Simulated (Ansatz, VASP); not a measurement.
# MgO: VASP beside Ansatz

```xyz
4
Lattice="3.0832 0.0000 0.0000 -1.5416 2.6701 0.0000 0.0000 0.0000 5.3947" Properties=species:S:1:pos:R:3 pbc="T T T"
Mg    0.0000    1.7801    0.0341
Mg    1.5416    0.8900    2.7314
O     0.0000    1.7801    2.1486
O     1.5416    0.8900    4.8460
```

Alike in both runs: task single point; functional PBE; k mesh 9 × 9 × 6; occupations gaussian, width 0.05 eV; no spin polarisation.

```csv
,VASP,Ansatz
version,VASP 6.6.1,Ansatz 0.2.0
potentials or method,"VASP PAW PBE potentials, release 64 (Mg, O), cutoff 520 eV","scalar-relativistic, plane waves, PAW"
valence electrons in the cell,16,32
```

|  | VASP | Ansatz | Ansatz less VASP |
| --- | --- | --- | --- |
| gap on the k mesh at the Fermi level (eV) | 4.05 | 4.06 | +0.015 |
| least direct gap on the mesh (eV) | 4.05 | 4.06 | +0.015 |
| pressure (GPa) | 17.0 | 17.2 | +0.22 |
| traceless stress, the component that is largest in VASP (GPa) | -21.09 | -20.77 | +0.324 |
| rms of the force components (eV/Å) | 0.679 | 0.667 | -0.0117 |

Atom by atom the forces differ by 0.012 eV/Å (rms over components). VASP's potentials hold 16 valence electrons a cell and Ansatz's 32, so a difference there can come from the potentials and not from the codes.
